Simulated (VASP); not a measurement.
# BeTe2 (P3m1) in VASP: a series of runs, part 2 of 2

VASP 6.6.1. The steps go on from the part before.

**3. Relaxation of cell and atoms, PBE**

This run uses another cell than the first one, of 28.46 Å³/atom.

File INCAR:

```
SYSTEM = BeTe2
PREC = Accurate
ENCUT = 600
EDIFF = 1E-6
ISMEAR = 0
SIGMA = 0.1
LREAL = .FALSE.
LASPH = .TRUE.
NELM = 80
ALGO = Normal
ISIF = 3
LWAVE = .FALSE.
LCHARG = .FALSE.
GGA = PE
IBRION = 2
NSW = 100
EDIFFG = -0.01
```

File KPOINTS:

```
Automatic mesh
0
G
  12 12 6
  0 0 0
```

File POSCAR:

```
BeTe2
1.0
    3.5320525520      0.0000000000      0.0000000000
   -1.7660262760      3.0588472375      0.0000000000
    0.0000000000      0.0000000000      7.9025472047
Be Te
1 2
Direct
    0.3333333333      0.6666666667      0.0056858860
    0.3333333333      0.6666666667      0.3075942101
    0.0000000000      0.0000000000      0.8422550539
```

Potentials or basis: VASP PAW PBE potentials, release 64 (Be, Te).

Command:

```
cat potpaw_PBE.64/Be/POTCAR potpaw_PBE.64/Te/POTCAR > POTCAR
mpirun -np 1 vasp_std > vasp.out
```

OUTCAR:

```text
SYSTEM = BeTe2
   PREC = Accurate
   ENCUT = 600
   EDIFF = 1E-6
   ISMEAR = 0
   LREAL = .FALSE.
   LASPH = .TRUE.
   NELM = 80
   ISIF = 3
   GGA = PE
   IBRION = 2
   NSW = 100
   EDIFFG = -0.01

 ion  position               nearest neighbor table
   1  0.333  0.667  0.006-   2 2.39   3 2.41   3 2.41   3 2.41
   2  0.333  0.667  0.308-   1 2.39
   3  0.000  0.000  0.842-   1 2.41   1 2.41   1 2.41

  LATTYP: Found a hexagonal cell.
 ALAT       =     3.5320525520
 C/A-ratio  =     2.2373809813

  Lattice vectors:

 A1 = (   3.5320525520,   0.0000000000,   0.0000000000)
 A2 = (  -1.7660262760,   3.0588472375,   0.0000000000)
 A3 = (   0.0000000000,   0.0000000000,   7.9025472047)

Analysis of symmetry for initial positions (statically):
=====================================================================
 Subroutine PRICEL returns:
 Original cell was already a primitive cell.

 Routine SETGRP: Setting up the symmetry group for a
 hexagonal supercell.

 Subroutine GETGRP returns: Found  6 space group operations
 (whereof  6 operations were pure point group operations)
 out of a pool of 24 trial point group operations.

The static configuration has the point symmetry C_3v.

Analysis of symmetry for dynamics (positions and initial velocities):
=====================================================================
 Subroutine PRICEL returns:
 Original cell was already a primitive cell.

 Routine SETGRP: Setting up the symmetry group for a
 hexagonal supercell.

 Subroutine GETGRP returns: Found  6 space group operations
 (whereof  6 operations were pure point group operations)
 out of a pool of 24 trial point group operations.

The dynamic configuration has the point symmetry C_3v.

 Subroutine INISYM returns: Found  6 space group operations
 (whereof  6 operations are pure point group operations),
 and found     1 'primitive' translations

----------------------------------------------------------------------------------------
[... 149 lines left out ...]
  Direction    XX          YY          ZZ          XY          YZ          ZX
  --------------------------------------------------------------------------------------
  -------------------------------------------------------------------------------------
  Total        0.1219793      0.1219793      0.1692979      0.0000000      0.0000000      0.0000000
  in kB        2.2889938      2.2889938      3.1769479      0.0000000      0.0000000      0.0000000
  external PRESSURE =       2.5849785 kB  Pullay stress =       0.0000000 kB
[... 92 lines left out ...]
  FREE ENERGIE OF THE ION-ELECTRON SYSTEM (eV)
  ---------------------------------------------------
  free  energy   TOTEN  =       -10.0322294788 eV

  energy  without entropy=      -10.0214931555  energy(sigma->0) =      -10.02686132

[... ionic steps 4 to 22 ...]

--------------------------------------- Ionic step       23  -------------------------------------------

 number of electron      13.9999999 magnetization

------------------------ aborting loop because EDIFF is reached ----------------------------------------
[... 69 lines left out ...]
--------------------------------------- Ionic step       25  -------------------------------------------

 number of electron      13.9999999 magnetization

 Free energy of the ion-electron system (eV)
  ---------------------------------------------------
  ext. energy  EPLUGINS =         0.00000000
  ---------------------------------------------------
  free energy    TOTEN  =       -10.03325213 eV

  energy without entropy =      -10.02233245  energy(sigma->0) =      -10.02779229

 E-fermi :   4.0620     XC(G=0):  -8.4716

 val. band max:        4.0460194543   @ k =   0.1667   0.0833   0.0000
 cond. band min:       4.0630219828   @ k =   0.2500  -0.0000   0.0000
 fundamental gap:      0.0170025285
 Fermi energy:         4.0619939191

 k-point     1 :       0.0000    0.0000    0.0000
  band No.  band energies     occupation
      1      -8.3607      2.00000
      2      -7.7488      2.00000
      3      -0.6926      2.00000
      4       2.3495      2.00000
      5       5.3712      0.00000
      6       5.3712      0.00000
      7       6.2634      0.00000
      8       6.2634      0.00000
      9       7.0618      0.00000
     10       9.8232      0.00000
     11       9.8232      0.00000
[... 309 lines left out ...]
 k-point    24 :       0.0000    0.1667    0.1667
  band No.  band energies     occupation
      1      -7.9976      2.00000
      2      -7.4352      2.00000
      3      -0.2604      2.00000
      4       2.3398      2.00000
      5       3.1513      2.00000
      6       4.2021      0.04760
      7       4.6182      0.00000
      8       5.7589      0.00000
      9       7.7720      0.00000
     10       8.9804      0.00000
     11      10.5146      0.00000

 [... further k-points ...]

------------------------ aborting loop because EDIFF is reached ----------------------------------------

  FORCE on cell =-STRESS in cart. coord.  units (eV):
  Direction    XX          YY          ZZ          XY          YZ          ZX
  --------------------------------------------------------------------------------------
  -------------------------------------------------------------------------------------
  Total        0.0006132      0.0006132     -0.0020704      0.0000000      0.0000000      0.0000000
  in kB        0.0111569      0.0111569     -0.0376689      0.0000000      0.0000000      0.0000000
  external PRESSURE =      -0.0051183 kB  Pullay stress =       0.0000000 kB
[... 18 lines left out ...]
  FREE ENERGIE OF THE ION-ELECTRON SYSTEM (eV)
  ---------------------------------------------------
  free  energy   TOTEN  =       -10.0332521280 eV

  energy  without entropy=      -10.0223324509  energy(sigma->0) =      -10.02779229

 reached required accuracy - stopping structural energy minimisation
```

Run time: 9.3 min. Hardware: 1 thread of Intel Xeon 6975P-C (Granite Rapids), shared host; peak memory 0.32 GiB.

What came out:

```yaml
Free_energy: -10.0333 eV
Relaxed_volume: 29.35 Å³/atom
Relaxed_cell: a = 3.536 Å, b = 3.536 Å, c = 8.133 Å, α = 90.00°, β = 90.00°, γ = 120.00°
Space_group_after_relaxing_to_0.1_Å: P3m1 (No. 156)
Energy_gained_by_relaxing: 0.5 meV/atom
Ionic_steps: 25
Pressure_after_relaxing: 0.0 GPa
Largest_force_after_relaxing: 0.005 eV/Å
Band_gap_on_the_k_mesh: zero (bands 7 and 8 overlap by 3.47 eV)
```

Forces on the atoms (eV/Å):
```
Be   0.000  0.000  0.005
Te   0.000  0.000 -0.004
Te   0.000  0.000 -0.001
```

The path:
```
step  energy change (eV)  largest force (eV/Å)  pressure (GPa)  volume (Å³)
   1              0.0000                0.0629            0.26        85.38
   2             -0.0005                0.0308           -0.07        85.95
   3             -0.0006                0.0264           -0.03        85.87
   4             -0.0006                0.0183           -0.01        85.85
   5             -0.0007                0.0181            0.03        85.81
   6             -0.0007                0.0228            0.03        85.87
   7             -0.0007                0.0330            0.02        85.98
   8             -0.0008                0.0269            0.02        85.93
   9             -0.0008                0.0240            0.02        85.89
  10             -0.0008                0.0190            0.04        85.98
  11             -0.0010                0.0057            0.03        86.25
  12             -0.0011                0.0321            0.04        86.79
  13             -0.0011                0.0193            0.04        86.60
  14             -0.0012                0.0183            0.04        86.68
  15             -0.0012                0.0229           -0.01        86.92
  16             -0.0013                0.0363           -0.08        87.40
  17             -0.0014                0.0328           -0.05        87.49
  18             -0.0015                0.0252           -0.02        87.76
  19             -0.0015                0.0076            0.06        88.31
  20             -0.0016                0.0144            0.02        88.08
  21             -0.0016                0.0167            0.01        88.03
  22             -0.0015                0.0204           -0.01        87.90
  23             -0.0016                0.0178            0.02        87.97
  24             -0.0016                0.0167            0.02        88.01
  25             -0.0016                0.0046            0.00        88.06
```

Final structure:
```
Be Te
1.0
     3.53596    0.00000    0.00000
    -1.76798    3.06223    0.00000
     0.00000    0.00000    8.13291
Be Te
1 2
Direct
  0.33333 0.66667 0.00746
  0.33333 0.66667 0.30080
  0.00000 0.00000 0.84728
```

Caveat: spin-orbit coupling is left out, which moves the levels of the heavy elements; this functional lacks dispersion, which binds the layers, so the pressure and a relaxed spacing across them are unreliable.
